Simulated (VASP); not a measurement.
# Al6Ru (Cmcm) in VASP: a series of runs

The runs below take Al6Ru through single point, with PBEsol.

Everything below comes from runs of VASP 6.6.1. Logs are shortened: lines on timing, memory, paths and dates and some standing lists are left out, and cuts for length are marked.

## 1. The cell of the first run

The structure is orthorhombic, space group Cmcm (No. 63). Conventional cell: a = 7.453 Å, b = 6.535 Å, c = 8.941 Å, α = 90.00°, β = 90.00°, γ = 90.00°. Al (site symmetry 2) has 2 Ru at 2.62 Å and 11 Al at 2.69 to 3.43 Å within 3.5 Å. Within 3.3 Å of Al (site symmetry m) lie 1 Ru at 2.50 Å and 10 Al at 2.57 to 2.95 Å. Al (site symmetry m) has 2 Ru at 2.56 to 2.62 Å and 9 Al at 2.69 to 2.97 Å within 3.4 Å. Within 3.3 Å of Ru (site symmetry m2m) lie 10 Al at 2.50 to 2.62 Å.

## 2. Single point, PBEsol

The input, INCAR:

```
SYSTEM = Al6Ru
  PREC = Accurate
  ENCUT = 520
  EDIFF = 1E-6
  ISMEAR = 0
  SIGMA = 0.1
  LREAL = .FALSE.
  LASPH = .TRUE.
  NELM = 100
  ALGO = Fast
  ISIF = 2
  LWAVE = .FALSE.
  LCHARG = .FALSE.
  GGA = PS
  NBANDS = 45
```

The input, KPOINTS:

```
Automatic mesh
0
G
  8 8 4
  0 0 0
```

The input, POSCAR:

```
Al6Ru
1.0
    3.7266467300     -3.2676271008      0.0000000000
    3.7266467300      3.2676271008      0.0000000000
    0.0000000000      0.0000000000      8.9408623281
Al Ru
12 2
Direct
    0.3196302108      0.3196302108      0.0000000000
    0.6803697892      0.6803697892      0.5000000000
    0.6803697892      0.6803697892      0.0000000000
    0.3196302108      0.3196302108      0.5000000000
    0.8570133593      0.1429866407      0.0984224312
    0.1429866407      0.8570133593      0.5984224312
    0.8570133593      0.1429866407      0.4015775688
    0.1429866407      0.8570133593      0.9015775688
    0.0215527268      0.6178939401      0.2500000000
    0.9784472732      0.3821060599      0.7500000000
    0.3821060599      0.9784472732      0.2500000000
    0.6178939401      0.0215527268      0.7500000000
    0.5355762206      0.4644237794      0.2500000000
    0.4644237794      0.5355762206      0.7500000000
```

Potentials or basis: VASP PAW PBE potentials, release 64 (Al, Ru_pv).

Command:

```sh
cat potpaw_PBE.64/Al/POTCAR potpaw_PBE.64/Ru_pv/POTCAR > POTCAR
mpirun -np 1 vasp_std > vasp.out
```

OUTCAR:

```text
SYSTEM = Al6Ru
   PREC = Accurate
   ENCUT = 520
   EDIFF = 1E-6
   ISMEAR = 0
   LREAL = .FALSE.
   LASPH = .TRUE.
   NELM = 100
   ISIF = 2
   GGA = PS

 ion  position               nearest neighbor table
   1  0.320  0.320  0.000-  13 2.62  14 2.62   3 2.69   5 2.71   8 2.71  10 2.80  11 2.80   8 2.83
                             5 2.83   9 2.97  12 2.97
   2  0.680  0.680  0.500-  13 2.62  14 2.62   4 2.69   6 2.71   7 2.71   9 2.80  12 2.80   7 2.83
                             6 2.83  11 2.97  10 2.97
   3  0.680  0.680  0.000-  13 2.62  14 2.62   1 2.69   5 2.71   8 2.71   9 2.80  12 2.80   5 2.83
                             8 2.83  11 2.97  10 2.97
   4  0.320  0.320  0.500-  13 2.62  14 2.62   2 2.69   6 2.71   7 2.71  10 2.80  11 2.80   6 2.83
                             7 2.83   9 2.97  12 2.97
   5  0.857  0.143  0.098-  13 2.50   8 2.57   1 2.71   3 2.71   7 2.71   3 2.83   1 2.83   9 2.92
                            11 2.92   9 2.95  11 2.95
   6  0.143  0.857  0.598-  14 2.50   7 2.57   2 2.71   4 2.71   8 2.71   2 2.83   4 2.83  10 2.92
                            12 2.92  10 2.95  12 2.95
   7  0.857  0.143  0.402-  13 2.50   6 2.57   2 2.71   4 2.71   5 2.71   2 2.83   4 2.83   9 2.92
                            11 2.92   9 2.95  11 2.95
   8  0.143  0.857  0.902-  14 2.50   5 2.57   1 2.71   3 2.71   6 2.71   3 2.83   1 2.83  10 2.92
                            12 2.92  10 2.95  12 2.95
   9  0.022  0.618  0.250-  13 2.56  13 2.62  11 2.69   2 2.80   3 2.80   5 2.92   7 2.92   5 2.95
                             7 2.95   1 2.97   4 2.97
  10  0.978  0.382  0.750-  14 2.56  14 2.62  12 2.69   4 2.80   1 2.80   8 2.92   6 2.92   8 2.95
                             6 2.95   2 2.97   3 2.97
  11  0.382  0.978  0.250-  13 2.56  13 2.62   9 2.69   4 2.80   1 2.80   7 2.92   5 2.92   5 2.95
                             7 2.95   2 2.97   3 2.97
  12  0.618  0.022  0.750-  14 2.56  14 2.62  10 2.69   2 2.80   3 2.80   6 2.92   8 2.92   8 2.95
                             6 2.95   1 2.97   4 2.97
  13  0.536  0.464  0.250-   5 2.50   7 2.50  11 2.56   9 2.56   4 2.62   1 2.62   2 2.62   3 2.62
                            11 2.62   9 2.62
  14  0.464  0.536  0.750-   6 2.50   8 2.50  10 2.56  12 2.56   4 2.62   1 2.62   2 2.62   3 2.62
                            12 2.62  10 2.62

  LATTYP: Found a base centered orthorhombic cell.
 ALAT       =     6.5352542016
 B/A-ratio  =     1.1404749119
 C/A-ratio  =     1.3680971011

  Lattice vectors:

 A1 = (  -3.7266467300,  -3.2676271008,   0.0000000000)
 A2 = (   3.7266467300,  -3.2676271008,   0.0000000000)
 A3 = (   0.0000000000,   0.0000000000,   8.9408623281)

Analysis of symmetry for initial positions (statically):
=====================================================================
 Subroutine PRICEL returns:
 Original cell was already a primitive cell.

 Routine SETGRP: Setting up the symmetry group for a
 base centered orthorhombic supercell.

 Subroutine GETGRP returns: Found  8 space group operations
 (whereof  4 operations were pure point group operations)
 out of a pool of  8 trial point group operations.

The static configuration has the point symmetry C_2h.
 The point group associated with its full space group is D_2h.

Analysis of symmetry for dynamics (positions and initial velocities):
=====================================================================
 Subroutine PRICEL returns:
 Original cell was already a primitive cell.

 Routine SETGRP: Setting up the symmetry group for a
 base centered orthorhombic supercell.

 Subroutine GETGRP returns: Found  8 space group operations
 (whereof  4 operations were pure point group operations)
 out of a pool of  8 trial point group operations.

The dynamic configuration has the point symmetry C_2h.
 The point group associated with its full space group is D_2h.

 Subroutine INISYM returns: Found  8 space group operations
 (whereof  4 operations are pure point group operations),
 and found     1 'primitive' translations

----------------------------------------------------------------------------------------

                                     Primitive cell

  volume of cell :     217.7510

  direct lattice vectors                    reciprocal lattice vectors
     3.726646730 -3.267627101  0.000000000     0.134168875 -0.153016236  0.000000000
     3.726646730  3.267627101  0.000000000     0.134168875  0.153016236  0.000000000
[... 57 lines left out ...]
     0.000000000  0.000000000  0.000000000

 Subroutine IBZKPT returns following result:
 ===========================================

 Found     63 irreducible k-points:

 Following reciprocal coordinates:
            Coordinates               Weight
  0.000000  0.000000  0.000000      1.000000
  0.125000 -0.000000  0.000000      4.000000
  0.250000 -0.000000  0.000000      4.000000
  0.375000 -0.000000  0.000000      4.000000
  0.500000 -0.000000  0.000000      2.000000
  0.125000  0.125000  0.000000      2.000000
[... 16 lines left out ...]
  0.125000 -0.000000  0.250000      8.000000
  0.250000 -0.000000  0.250000      8.000000
 [... further k-points ...]
   k-points           NKPTS =     63   k-points in BZ     NKDIM =     63   number of bands    NBANDS=     45
   number of dos      NEDOS =    301   number of ions     NIONS =     14
   total plane-waves  NPLWV = 112000
   dimension x,y,z NGX =    40 NGY =   40 NGZ =   70
   dimension x,y,z NGXF=    80 NGYF=   80 NGZF=  140
   ions per type =              12   2
   NGX,Y,Z   is equivalent  to a cutoff of  13.42, 13.42, 13.02 a.u.
   NGXF,Y,Z  is equivalent  to a cutoff of  26.83, 26.83, 26.03 a.u.
 SYSTEM =  Al6Ru
   PREC   = accura    normal or accurate (medium, high low for compatibility)
   ISTART =      0    job   : 0-new  1-cont  2-samecut
   ICHARG =      2    charge: 1-file 2-atom 10-const
   ISPIN  =      1    spin polarized calculation?
   LNONCOLLINEAR =      F non collinear calculations
   LSORBIT =      F    spin-orbit coupling
   LASPH  =      T    aspherical Exc in radial PAW
   ENCUT  =  520.0 eV  38.22 Ry    6.18 a.u.   9.22  9.22 16.62*2*pi/ulx,y,z
   NELM   =    100;   NELMIN=  2; NELMDL= -5     # of ELM steps
   EDIFF  = 0.1E-05   stopping-criterion for ELM
   LREAL  =      F    real-space projection
   EDIFFG = 0.1E-04   stopping-criterion for IOM
   NSW    =      0    number of steps for IOM
   IBRION =     -1    ionic relax: 0-MD 1-quasi-New 2-CG
   NFREE  =      0    steps in history (QN), initial steepest desc. (CG)
   ISIF   =      2    stress and relaxation
   ISYM   =      2    0-nonsym 1-usesym 2-fastsym
   POTIM  = 0.5000    time-step for ionic-motion
   TEBEG  =    0.0;   TEEND  =   0.0 temperature during run
   PSTRESS=    0.0 pullay stress
   NELECT =      64.0000    total number of electrons
   NUPDOWN=      -1.0000    fix difference up-down
   EMIN   =  10.00;   EMAX   =-10.00  energy-range for DOS
   EFERMI =   0.00;   METHOD = LEGACY
   ISMEAR =     0;   SIGMA  =   0.10  broadening in eV -4-tet -1-fermi 0-gaus
   EFERMI_NEDOS =   21; number of points for ismear=-14 and -15
   IALGO  =     68    algorithm
   IMIX   =      4    mixing-type and parameters
     AMIX     =   0.40;   BMIX     =  1.00
     AMIX_MAG =   1.60;   BMIX_MAG =  1.00
  volume/ion in A,a.u.               =      15.55       104.96
  Fermi-wavevector in a.u.,A,eV,Ry     =   1.088466  2.056902 16.119608  1.184758
  Thomas-Fermi vector in A             =   2.224648
   LORBIT       =      0    0 simple, 1 ext, 2 COOP (PROOUT), +10 PAW based schemes
   GGA     = PS    functional components
   LHFCALC =     F    Hartree Fock is set to
   AEXX    =    0.0000 exact exchange contribution
   IVDW    =     0    specifies the selected vdW correction
   LEPSILON=     F    determine dielectric tensor
   LRPA    =     F    only Hartree local field effects (RPA)
 non-spin polarized calculation
 RMM-DIIS sequential band-by-band and
 Gauss-broadening in eV      SIGMA  =   0.10
  energy-cutoff  :      520.00
  volume of cell :      217.75
 maximum number of plane-waves:      5889
 NGX is ok and might be reduce to    40
   NGX = 19   NGY = 19   NGZ = 33

 number of electron      64.0000001 magnetization

 Free energy of the ion-electron system (eV)
  ---------------------------------------------------
  ext. energy  EPLUGINS =         0.00000000
  ---------------------------------------------------
  free energy    TOTEN  =       -73.85744631 eV

  energy without entropy =      -73.83728928  energy(sigma->0) =      -73.84736779

 E-fermi :   8.9522     XC(G=0): -10.8396

 val. band max:        8.9473495870   @ k =   0.0000   0.0000   0.2500
 cond. band min:       8.9540846316   @ k =  -0.2500   0.2500   0.0000
 fundamental gap:      0.0067350446
 Fermi energy:         8.9521524548

 k-point     1 :       0.0000    0.0000    0.0000
  band No.  band energies     occupation
      1     -33.7179      2.00000
      2     -33.7178      2.00000
      3     -33.7112      2.00000
      4     -33.7109      2.00000
      5     -33.6928      2.00000
      6     -33.6910      2.00000
[... 1117 lines left out ...]
     43      11.8166      0.00000
     44      12.3176      0.00000

 [... further k-points ...]

 [bands above 44 left out]

------------------------ aborting loop because EDIFF is reached ----------------------------------------

  FORCE on cell =-STRESS in cart. coord.  units (eV):
  Direction    XX          YY          ZZ          XY          YZ          ZX
  --------------------------------------------------------------------------------------
  -------------------------------------------------------------------------------------
  Total        0.1161902      0.1316454      0.1100305      0.0000000      0.0000000      0.0000000
  in kB        0.8549093      0.9686260      0.8095869      0.0000000      0.0000000      0.0000000
  external PRESSURE =       0.8777074 kB  Pullay stress =       0.0000000 kB

 VOLUME and BASIS-vectors are now :
 -----------------------------------------------------------------------------
  energy-cutoff  :      520.00
  volume of cell :      217.75
      direct lattice vectors                 reciprocal lattice vectors
     3.726646730 -3.267627101  0.000000000     0.134168875 -0.153016236  0.000000000
     3.726646730  3.267627101  0.000000000     0.134168875  0.153016236  0.000000000
     0.000000000  0.000000000  8.940862328     0.000000000  0.000000000  0.111846035

 POSITION                                       TOTAL-FORCE (eV/Angst)
 -----------------------------------------------------------------------------------
      2.38230      0.00000      0.00000        -0.001072      0.000000      0.000000
      5.07100      0.00000      4.47043         0.001072      0.000000      0.000000
      5.07100      0.00000      0.00000         0.001072      0.000000     -0.000000
      2.38230      0.00000      4.47043        -0.001072      0.000000     -0.000000
      3.72665     -2.33317      0.87998         0.000000     -0.000839     -0.000456
      3.72665      2.33317      5.35041         0.000000      0.000839     -0.000456
      3.72665     -2.33317      3.59045         0.000000     -0.000839      0.000456
      3.72665      2.33317      8.06088         0.000000      0.000839      0.000456
      2.38299      1.94862      2.23522         0.000391      0.001791      0.000000
      5.07030     -1.94862      6.70565        -0.000391     -0.001791     -0.000000
      5.07030      1.94862      2.23522        -0.000391      0.001791      0.000000
      2.38299     -1.94862      6.70565         0.000391     -0.001791     -0.000000
      3.72665     -0.23250      2.23522         0.000000      0.005523      0.000000
      3.72665      0.23250      6.70565         0.000000     -0.005523      0.000000
 -----------------------------------------------------------------------------------
    total drift:                                0.000000      0.000000     -0.000000

  FREE ENERGIE OF THE ION-ELECTRON SYSTEM (eV)
  ---------------------------------------------------
  free  energy   TOTEN  =       -73.8574463097 eV

  energy  without entropy=      -73.8372892772  energy(sigma->0) =      -73.84736779
```

Run time: 23 min. Hardware: 1 thread of Oxide Virtual Turin-like, shared host; peak memory 0.59 GiB.

What came out:

| Item | Value |
| --- | --- |
| Free energy | -73.8574 eV |
| Pressure | 0.1 GPa |
| Largest force | 0.006 eV/Å |
| Band gap on the k mesh | zero (band 32 reaches 9.14 eV, above the bottom of band 33 at 8.63 eV) |

Forces in eV/Å, atoms in the order of the input:
```
Al  -0.001  0.000  0.000
Al   0.001  0.000  0.000
Al   0.001  0.000  0.000
Al  -0.001  0.000  0.000
Al   0.000 -0.001  0.000
Al   0.000  0.001  0.000
Al   0.000 -0.001  0.000
Al   0.000  0.001  0.000
Al   0.000  0.002  0.000
Al   0.000 -0.002  0.000
Al   0.000  0.002  0.000
Al   0.000 -0.002  0.000
Ru   0.000  0.006  0.000
Ru   0.000 -0.006  0.000
```

Caveat: the PAW data sets were made with another functional, which shifts forces and pressure a little.

## 3. Single point, PBEsol

The input, INCAR:

```
SYSTEM = Al6Ru
  ALGO = Fast
  EDIFF = 1E-7
  ENCUT = 520
  GGA = PS
  ISIF = 2
  ISMEAR = -1
  LASPH = .True.
  LCHARG = .False.
  LREAL = .False.
  LWAVE = .False.
  NBANDS = 45
  NELM = 60
  PREC = Accurate
  SIGMA = 0.15
```

The input, KPOINTS:

```
k-points
0
Gamma
  8 8 4
  0 0 0
```

The input, POSCAR:

```
Al6Ru
1.0
    3.7326702689     -3.2646788323      0.0000000000
    3.7326702689      3.2646788323      0.0000000000
    0.0000000000      0.0000000000      8.9390688032
Al Ru
12 2
Direct
    0.3198770496      0.3198770496      0.0000000000
    0.6801229504      0.6801229504      0.5000000000
    0.6801229504      0.6801229504      0.0000000000
    0.3198770496      0.3198770496      0.5000000000
    0.8578655552      0.1421344448      0.0985979485
    0.1421344448      0.8578655552      0.5985979485
    0.8578655552      0.1421344448      0.4014020515
    0.1421344448      0.8578655552      0.9014020515
    0.0217136524      0.6179548186      0.2500000000
    0.9782863476      0.3820451814      0.7500000000
    0.3820451814      0.9782863476      0.2500000000
    0.6179548186      0.0217136524      0.7500000000
    0.5363305441      0.4636694559      0.2500000000
    0.4636694559      0.5363305441      0.7500000000
```

Potentials or basis: VASP PAW PBE potentials, release 64 (Al, Ru_pv).

Command:

```sh
cat potpaw_PBE.64/Al/POTCAR potpaw_PBE.64/Ru_pv/POTCAR > POTCAR
mpirun -np 1 vasp_std > vasp.out
```

Wall time 26 min (1 thread of Oxide Virtual Turin-like, shared host); peak memory 0.59 GiB.

Results (log left out):

| Item | Value |
| --- | --- |
| Free energy | -73.9917 eV |
| Pressure | 0.1 GPa |
| Largest force | 0.008 eV/Å |
| Band gap on the k mesh | zero (band 32 reaches 9.13 eV, above the bottom of band 33 at 8.64 eV) |

Forces on the atoms (eV/Å):
```
Al   0.000  0.000  0.000
Al   0.000  0.000  0.000
Al   0.000  0.000  0.000
Al   0.000  0.000  0.000
Al   0.000 -0.002 -0.003
Al   0.000  0.002 -0.003
Al   0.000 -0.002  0.003
Al   0.000  0.002  0.003
Al   0.001  0.000  0.000
Al  -0.001  0.000  0.000
Al  -0.001  0.000  0.000
Al   0.001  0.000  0.000
Ru   0.000  0.008  0.000
Ru   0.000 -0.008  0.000
```

Levels at points of the mesh, in eV from the Fermi level:
| k point | band 28 | band 29 | band 30 | band 31 | band 32 | band 33 | band 34 | band 35 | band 36 | band 37 |
| --- | --- | --- | --- | --- | --- | --- | --- | --- | --- | --- |
| (0.00, 0.00, 0.00) | -2.02 | -1.98 | -1.40 | -1.03 | -0.83 | -0.11 | 0.81 | 0.99 | 1.27 | 1.41 |
| (0.50, 0.00, 0.00) | -2.09 | -1.75 | -1.30 | -0.79 | -0.56 | -0.23 | -0.03 | 0.36 | 1.29 | 1.63 |
| (0.50, 0.50, 0.00) | -1.53 | -0.76 | -0.69 | -0.61 | -0.39 | -0.28 | 0.67 | 1.76 | 2.25 | 2.93 |
| (0.00, 0.00, 0.50) | -2.01 | -0.96 | -0.96 | -0.95 | -0.95 | 0.64 | 0.64 | 0.67 | 0.67 | 1.13 |
| (0.50, 0.00, 0.50) | -1.90 | -1.59 | -1.59 | -0.10 | -0.10 | 0.73 | 0.73 | 1.01 | 1.01 | 1.57 |
| (0.50, 0.50, 0.50) | -1.86 | -1.55 | -1.55 | -0.87 | -0.87 | 2.51 | 2.51 | 2.84 | 2.84 | 3.22 |

Caveat: the PAW data sets were made with another functional, which shifts forces and pressure a little.
